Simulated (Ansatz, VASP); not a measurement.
# One calculation of Zn4HO4, two programs

File INCAR:

```
  ALGO = Normal
  EDIFF = 1E-7
  ENCUT = 520
  GGA = PS
  ISIF = 2
  ISMEAR = 0
  LASPH = T
  LCHARG = F
  LREAL = F
  LWAVE = F
  NBANDS = 46
  NELM = 80
  PREC = Accurate
  SIGMA = 0.05
```

File KPOINTS:

```
k-points
0
Gamma
  4 4 8
```

The input POSCAR:

```
Zn4HO4
1.0
    5.5148137916      0.0000000000      0.0000000000
    0.0000000000      5.5148137916      0.0000000000
    0.0000000000      0.0000000000      3.2430062931
Zn O H
4 4 1
Direct
    0.1820657240      0.1820657240      0.5000000000
    0.8179342760      0.8179342760      0.5000000000
    0.6820657240      0.3179342760      0.0000000000
    0.3179342760      0.6820657240      0.0000000000
    0.8180023132      0.1819976868      0.5000000000
    0.1819976868      0.8180023132      0.5000000000
    0.6819976868      0.6819976868      0.0000000000
    0.3180023132      0.3180023132      0.0000000000
    1.0000405349     -0.3180023132      0.4000000000
```

Input for Ansatz:

```yaml
crystal:
  lattice:
    - [5.5148137916, 0.0, 0.0]
    - [0.0, 5.5148137916, 0.0]
    - [0.0, 0.0, 3.2430062931]
  atoms:
    - { symbol: Zn, position: [0.182065724, 0.182065724, 0.5] }
    - { symbol: Zn, position: [0.817934276, 0.817934276, 0.5] }
    - { symbol: Zn, position: [0.682065724, 0.317934276, 0.0] }
    - { symbol: Zn, position: [0.317934276, 0.682065724, 0.0] }
    - { symbol: O, position: [0.8180023132, 0.1819976868, 0.5] }
    - { symbol: O, position: [0.1819976868, 0.8180023132, 0.5] }
    - { symbol: O, position: [0.6819976868, 0.6819976868, 0.0] }
    - { symbol: O, position: [0.3180023132, 0.3180023132, 0.0] }
    - { symbol: H, position: [1.0000405349, -0.3180023132, 0.4] }
basis:
  ecutwfc: 420
kpoints:
  mp_grid: { grid: [4, 4, 8] }
hamiltonian:
  xc: pbesol
  pseudopotentials: { kind: paw, azcp: { folder: soft_1 } }
scf:
  occupations: { method: gaussian, width: 0.05 }
output:
  forces: true
  stress: true
  eigenvalues: true
  write_density: true
  write_potential: true
  elf: true
  volumetric_format: npy
```

Alike in both runs: task single point; functional PBEsol; k mesh 4 × 4 × 8; occupations gaussian, width 0.05 eV; no spin polarisation.

|  | VASP | Ansatz |
| --- | --- | --- |
| version | VASP 6.6.1 | Ansatz 0.2.0 |
| potentials or method | VASP PAW PBE potentials, release 64 (Zn, O, H), cutoff 520 eV | scalar-relativistic, plane waves, PAW |
| valence electrons in the cell | 73 | 73 |

VASP gave:

| Property | Result |
| --- | --- |
| gap on the k mesh at the Fermi level (eV) | none |
| pressure (GPa) | 12.2 |
| traceless stress, the component that is largest in VASP (GPa) | -6.44 |
| rms of the force components (eV/Å) | 1.949 |

**Question.** Which values does Ansatz return?

**Answer.** gap on the k mesh at the Fermi level (eV): none; pressure (GPa): 11.1; traceless stress, the component that is largest in VASP (GPa): -6.45; rms of the force components (eV/Å): 1.918.

VASP's potentials were made for PBE, not for PBEsol, and Ansatz warns of the same on its side. Atom by atom the forces differ by 0.038 eV/Å (rms over components). A gap of «none» marks a metal or a gap that the smearing closes.
